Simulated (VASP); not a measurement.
**TaF3: single point with PBE**

Crystal: TaF3.

```
Ta F
1.0
     3.78416    0.00000    0.00000
     0.00000    3.78416    0.00000
     0.00000    0.00000    4.01824
Ta F
1 3
Direct
  0.00000 0.00000 0.00000
  0.50000 0.00000 0.00000
  0.00000 0.50000 0.00000
  0.00000 0.00000 0.50000
```

This cell differs from its parent crystal: strain -0.030 along x and y, +0.030 along z.

| Property | Result |
| --- | --- |
| Program | VASP 6.6.1 |
| Task | single point |
| Functional | PBE |
| Potentials or basis | VASP PAW PBE potentials, release 64 (Ta_pv, F) |
| Cutoff | 520 eV |
| k mesh | 12 × 12 × 12 |
| Occupations | gaussian, width 0.15 eV |
| Spin | no spin polarisation |

The pressure is 34.6 GPa and the band gap on the k mesh is zero (bands 16 and 17 overlap by 3.10 eV).

Stress tensor (GPa, compression positive):
```
43.91  0.00  0.00
 0.00 43.91  0.00
 0.00  0.00 16.08
```

Levels at points of the mesh, in eV from the Fermi level:
```
           k point  band 14  band 15  band 16  band 17  band 18  band 19
(0.00, 0.00, 0.00)    -8.88    -8.88    -1.33    -1.28    -1.28    -0.62
(0.50, 0.00, 0.00)    -9.18    -8.87    -1.16     0.57     0.60     1.87
(0.50, 0.50, 0.00)    -9.20    -9.04     0.75     0.75     1.86     2.73
(0.00, 0.00, 0.50)    -9.48    -9.48    -1.27     0.10     0.10     2.16
(0.50, 0.00, 0.50)    -9.44    -8.54     0.22     0.65     1.48     4.04
(0.50, 0.50, 0.50)    -8.53    -8.53     1.82     1.82     2.17     3.54
```

It took 3.4 min on 1 thread of Intel(R) Xeon(R) Platinum 8259CL CPU @ 2.50GHz (Skylake/Cascade Lake), with other jobs on the host, peak memory 0.34 GiB.

Caveat: the cell differs from its parent crystal (strain -0.030 along x and y, +0.030 along z); the cell stands under pressure; spin-orbit coupling is left out, which moves the levels of the heavy elements.
